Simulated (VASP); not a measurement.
# MgO (I4/mmm) in VASP: notebook, part 2 of 2

VASP 6.6.1. Earlier steps stand in the parts before.

### 3 Single point, r2SCAN (strain +0.0375 x Voigt [0, 1, 0, 0, 0, 0])

Contents of POSCAR:

```
MgO
1.0
    0.0000000000      2.1809377609      2.1021086852
    2.1021086852      0.0000000000      2.1021086852
    2.1021086852      2.1809377609      0.0000000000
Mg O
1 1
Direct
    0.0000000000      0.0000000000      0.0000000000
    0.5000000000      0.5000000000      0.5000000000
```

Contents of INCAR.step1:

```
SYSTEM = MgO
PREC = Accurate ; ENCUT = 520
ISMEAR = 0 ; SIGMA = 0.05
LREAL = .False. ; LASPH = .True.
NELM = 80 ; NBANDS = 11
GGA = PE ; ALGO = Normal
EDIFF = 1E-4 ; LWAVE = .True.
LCHARG = .False.
```

Contents of INCAR.step2:

```
SYSTEM = MgO
PREC = Accurate ; ENCUT = 520
EDIFF = 1E-6 ; ISMEAR = 0
SIGMA = 0.05 ; LREAL = .False.
LASPH = .True. ; NELM = 80
ALGO = Normal ; ISIF = 2
LWAVE = .False. ; LCHARG = .False.
METAGGA = R2SCAN ; LMIXTAU = .True.
NBANDS = 11 ; ISTART = 1
```

Contents of KPOINTS:

```
Automatic mesh
0
Gamma
  10 10 10
  0 0 0
```

Potentials or basis: VASP PAW PBE potentials, release 64 (Mg, O).

Started as:

```bash
> cat potpaw_PBE.64/Mg/POTCAR potpaw_PBE.64/O/POTCAR > POTCAR
> cp INCAR.step1 INCAR
> mpirun -np 1 vasp_std > vasp.out
> cp INCAR.step2 INCAR
> mpirun -np 1 vasp_std > vasp.out
```

OUTCAR:

```text
SYSTEM = MgO
   PREC = Accurate
   ENCUT = 520
   EDIFF = 1E-6
   ISMEAR = 0
   LREAL = .False.
   LASPH = .True.
   NELM = 80
   ISIF = 2
   METAGGA = R2SCAN
   ISTART = 1

 ion  position               nearest neighbor table
   1  0.000  0.000  0.000-   2 2.10   2 2.10   2 2.10   2 2.10   2 2.18   2 2.18
   2  0.500  0.500  0.500-   1 2.10   1 2.10   1 2.10   1 2.10   1 2.18   1 2.18

  LATTYP: Found a body centered tetragonal cell.
 ALAT       =     2.9728306122
 C/A-ratio  =     1.4672465710

  Lattice vectors:

 A1 = (   0.0000000000,  -2.1809377609,   2.1021086852)
 A2 = (   0.0000000000,  -2.1809377609,  -2.1021086852)
 A3 = (   2.1021086852,   2.1809377609,   0.0000000000)

Analysis of symmetry for initial positions (statically):
=====================================================================
 Subroutine PRICEL returns:
 Original cell was already a primitive cell.

 Routine SETGRP: Setting up the symmetry group for a
 body centered tetragonal supercell.

 Subroutine GETGRP returns: Found 16 space group operations
 (whereof 16 operations were pure point group operations)
 out of a pool of 16 trial point group operations.

The static configuration has the point symmetry D_4h.

[... 165 lines left out ...]
 Fermi energy:         2.8281662254

 k-point     1 :       0.0000    0.0000    0.0000
  band No.  band energies     occupation
      1     -15.4979      2.00000
      2       2.5213      2.00000
      3       2.5213      2.00000
      4       2.5986      2.00000
      5       7.8340      0.00000
      6      18.9557      0.00000
      7      19.3430      0.00000
      8      19.3430      0.00000
      9      23.2725      0.00000
     10      24.4100      0.00000
     11      25.6048      0.00000
[... 309 lines left out ...]
 k-point    24 :       0.4000    0.3000    0.0000
  band No.  band energies     occupation
      1     -14.3351      2.00000
      2      -0.9191      2.00000
      3       1.2122      2.00000
      4       1.4811      2.00000
      5      12.7996      0.00000
      6      13.4814      0.00000
      7      17.1618      0.00000
      8      21.2911      0.00000
      9      21.8796      0.00000
     10      28.2416      0.00000
     11      30.6005      0.00000

 [... further k-points ...]
[... 5 lines left out ...]
  --------------------------------------------------------------------------------------
  -------------------------------------------------------------------------------------
  Total       -0.5301547     -1.2419318     -0.5301547      0.0000000      0.0000000      0.0000000
  in kB      -44.0686362   -103.2344677    -44.0686362      0.0000000      0.0000000      0.0000000
  external PRESSURE =     -63.7905800 kB  Pullay stress =       0.0000000 kB

 VOLUME and BASIS-vectors are now :
 -----------------------------------------------------------------------------
  energy-cutoff  :      520.00
  volume of cell :       19.27
      direct lattice vectors                 reciprocal lattice vectors
     0.000000000  2.180937761  2.102108685    -0.237856398  0.229259179  0.237856398
     2.102108685  0.000000000  2.102108685     0.237856398 -0.229259179  0.237856398
     2.102108685  2.180937761  0.000000000     0.237856398  0.229259179 -0.237856398

 POSITION                                       TOTAL-FORCE (eV/Angst)
 -----------------------------------------------------------------------------------
      0.00000      0.00000      0.00000         0.000000      0.000000      0.000000
      2.10211      2.18094      2.10211        -0.000000     -0.000000     -0.000000
 -----------------------------------------------------------------------------------
    total drift:                               -0.000000     -0.000000      0.000000

  FREE ENERGIE OF THE ION-ELECTRON SYSTEM (eV)
  ---------------------------------------------------
  free  energy   TOTEN  =       -16.1355497967 eV

  energy  without entropy=      -16.1355497967  energy(sigma->0) =      -16.13554980
```

OSZICAR.step1:

```text
N       E                     dE             d eps       ncg     rms          rms(c)
DAV:   1     0.135626303966E+02    0.13563E+02   -0.46359E+03  2575   0.645E+02
DAV:   2    -0.129010879090E+02   -0.26464E+02   -0.25307E+02  2592   0.134E+02
DAV:   3    -0.134650486849E+02   -0.56396E+00   -0.56341E+00  2673   0.169E+01
DAV:   4    -0.134664041007E+02   -0.13554E-02   -0.13554E-02  2460   0.962E-01
DAV:   5    -0.134664085359E+02   -0.44352E-05   -0.44352E-05  2594   0.544E-02    0.721E+00
DAV:   6    -0.119220300252E+02    0.15444E+01   -0.90500E+00  2337   0.164E+01    0.227E+00
DAV:   7    -0.119085384462E+02    0.13492E-01   -0.62288E-02  2478   0.217E+00    0.135E+00
DAV:   8    -0.119028410236E+02    0.56974E-02   -0.30285E-02  2346   0.194E+00    0.253E-01
DAV:   9    -0.119024045919E+02    0.43643E-03   -0.67051E-04  2568   0.180E-01    0.140E-01
DAV:  10    -0.119023837159E+02    0.20876E-04   -0.54215E-04  2367   0.172E-01
   1 F= -.11902384E+02 E0= -.11902384E+02  d E =-.168711E-11
```

It took 39 s on 1 thread of Intel Xeon 6975P-C, shared host; peak memory 0.16 GiB.

What came out:

```
Free energy            : -16.1355 eV
Pressure               : -6.4 GPa
Band gap on the k mesh : 5.24 eV, direct
```

Stress tensor (GPa, compression positive):
```
 -4.41   0.00   0.00
  0.00 -10.32   0.00
  0.00   0.00  -4.41
```

Caveat: the cell differs from its parent crystal (strain +0.0375 x Voigt [0, 1, 0, 0, 0, 0]); the PAW data sets were made with another functional, which shifts forces and pressure a little.

### 4 Single point, r2SCAN (strain +0.0750 x Voigt [0, 1, 0, 0, 0, 0])

Contents of POSCAR:

```
MgO
1.0
    0.0000000000      2.2597668366      2.1021086852
    2.1021086852      0.0000000000      2.1021086852
    2.1021086852      2.2597668366      0.0000000000
Mg O
1 1
Direct
    0.0000000000      0.0000000000      0.0000000000
    0.5000000000      0.5000000000      0.5000000000
```

Contents of INCAR.step1:

```
  PREC = Accurate
  ENCUT = 520
  ISMEAR = 0
  SIGMA = 0.05
  LREAL = F
  LASPH = T
  NELM = 80
  NBANDS = 11
  GGA = PE
  ALGO = Normal
  EDIFF = 1E-4
  LWAVE = T
  LCHARG = F
```

Contents of INCAR.step2:

```
  PREC = Accurate
  ENCUT = 520
  EDIFF = 1E-7
  ISMEAR = 0
  SIGMA = 0.05
  LREAL = F
  LASPH = T
  NELM = 80
  ALGO = Normal
  ISIF = 2
  LWAVE = F
  LCHARG = T
  METAGGA = R2SCAN
  LMIXTAU = T
  LELF = T
  LVHAR = T
  NBANDS = 11
  ISTART = 1
```

Contents of KPOINTS:

```
regular mesh
0
Gamma
  10 10 10
```

Started as:

```bash
> cat potpaw_PBE.64/Mg/POTCAR potpaw_PBE.64/O/POTCAR > POTCAR
> cp INCAR.step1 INCAR
> mpirun -np 1 vasp_std > vasp.out
> cp INCAR.step2 INCAR
> mpirun -np 1 vasp_std > vasp.out
```

Run time: 54 s. Hardware: 1 thread of Intel Xeon 6975P-C, shared host; peak memory 0.16 GiB.

It converged, with:

* Free energy: -16.0787 eV
* Pressure: -10.1 GPa
* Band gap on the k mesh: 4.84 eV, direct

Stress tensor (GPa, compression positive):
```
 -7.21   0.00   0.00
  0.00 -15.75   0.00
  0.00   0.00  -7.21
```

Levels at points of the mesh, in eV from the valence-band top:
```tsv
k point	band 1	band 2	band 3	band 4	band 5	band 6	band 7	band 8	band 9
(0.00, 0.00, 0.00)	-17.97	-0.14	-0.14	0.00	4.84	15.92	16.66	16.66	20.38
(0.50, 0.00, 0.00)	-16.88	-4.41	-0.77	-0.62	8.25	12.89	16.00	17.48	21.22
(0.50, 0.50, 0.00)	-16.59	-3.85	-1.69	-1.23	9.65	10.25	13.79	18.30	19.70
(0.50, 0.00, 0.50)	-16.78	-4.04	-1.18	-1.18	10.35	10.36	12.83	19.85	19.85
```

Caveat: the cell differs from its parent crystal (strain +0.0750 x Voigt [0, 1, 0, 0, 0, 0]); the PAW data sets were made with another functional, which shifts forces and pressure a little.

### 5 Overview

| cell | gap on the mesh (eV) | pressure (GPa) |
| --- | --- | --- |
| a = 2.918, b = 2.973 Å, angles 59.4, 61.3, 59.4°, 2 atoms | 6.02 | 6.3 |
| a = 3.029, b = 2.973 Å, angles 60.6, 58.8, 60.6°, 2 atoms | 5.24 | -6.4 |
| a = 3.086, b = 2.973 Å, angles 61.2, 57.6, 61.2°, 2 atoms | 4.84 | -10.1 |

Alike in all rows: task single point; level r2SCAN; potentials or basis VASP PAW PBE potentials, release 64 (Mg, O); no spin polarisation; k mesh 10 × 10 × 10; cutoff (eV) 520; smearing gaussian 0.05 eV.

Caveats: the PAW data sets were made with another functional, which shifts forces and pressure a little.

Total energies depend on the potentials used, so only differences within one code and one set of settings carry meaning.
